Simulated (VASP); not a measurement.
Write the native input for VASP 6.6.1 that does the following.

```yaml
Task: single point
Functional: LDA
Potentials_or_basis: VASP PAW LDA potentials, release 64 (Pb_d, S)
Cutoff: 520 eV
k_mesh: 7 × 7 × 7
Occupations: fermi-dirac, width 0.05 eV
Spin: no spin polarisation
Dipole_correction: no
Further_INCAR_settings: ALGO = Normal; EDIFF = 1e-06; NBANDS = 17
```

The structure of PbS lies in POSCAR:

```
PbS
1.0
    3.7253175652      0.0000000000      0.0000000000
    0.0000000000      3.7253175652      0.0000000000
    0.0000000000      0.0000000000      3.7253175652
Pb S
1 1
Direct
    0.0000000000      0.0000000000      0.0000000000
    0.5000000000      0.5000000000      0.5000000000
```

One way to write it, as run:

INCAR

```
SYSTEM = PbS
PREC = Accurate
ENCUT = 520
EDIFF = 1E-6
ISMEAR = -1
SIGMA = 0.05
LREAL = .FALSE.
LASPH = .TRUE.
NELM = 60
ALGO = Normal
ISIF = 2
LWAVE = .FALSE.
LCHARG = .FALSE.
GGA = CA
NBANDS = 17
```

KPOINTS

```
regular mesh
0
G
  7 7 7
  0 0 0
```

Potentials or basis: VASP PAW LDA potentials, release 64 (Pb_d, S).

Launch:

```sh
$ cat potpaw_LDA.64/Pb_d/POTCAR potpaw_LDA.64/S/POTCAR > POTCAR
$ mpirun -np 1 vasp_std > vasp.out
```

Results of the run:

```yaml
Pressure: -7.5 GPa
Band_gap_on_the_k_mesh: 0.13 eV, indirect (least direct gap 1.16 eV)
```

Caveat: spin-orbit coupling is left out, which moves the levels of the heavy elements.

Wall time 30 s on 1 thread of Intel Xeon 8259CL, with other jobs on the host, peak memory 0.15 GiB.
